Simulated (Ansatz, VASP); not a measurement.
Ag in VASP and in Ansatz

```
CELL_PARAMETERS angstrom
-1.63427 1.63427 1.63427
1.63427 -1.63427 1.63427
1.63427 1.63427 -1.63427
ATOMIC_POSITIONS crystal
Ag 0.00000 0.00000 0.00000
```

Alike in both runs: functional r2SCAN; k mesh 18 × 18 × 18; occupations gaussian, width 0.1 eV; no spin polarisation.

Ansatz relaxed the structure, and its values are those at the end. VASP's run is a single point on that final structure, the one shown.

|  | VASP | Ansatz |
| --- | --- | --- |
| version | VASP 6.6.1 | Ansatz 0.2.0 |
| potentials or method | VASP PAW PBE potentials, release 64 (Ag), cutoff 520 eV | scalar-relativistic, plane waves, PAW |
| valence electrons in the cell | 11 | 19 |

|  | VASP | Ansatz | Ansatz less VASP |
| --- | --- | --- | --- |
| gap on the k mesh at the Fermi level (eV) | none | none | - |
| pressure (GPa) | 0.1 | 0.0 | -0.13 |

VASP's potentials were made for PBE, not for r2SCAN. A gap of «none» marks a metal or a gap that the smearing closes. VASP's potentials hold 11 valence electrons a cell and Ansatz's 19, so a difference there can come from the potentials and not from the codes.
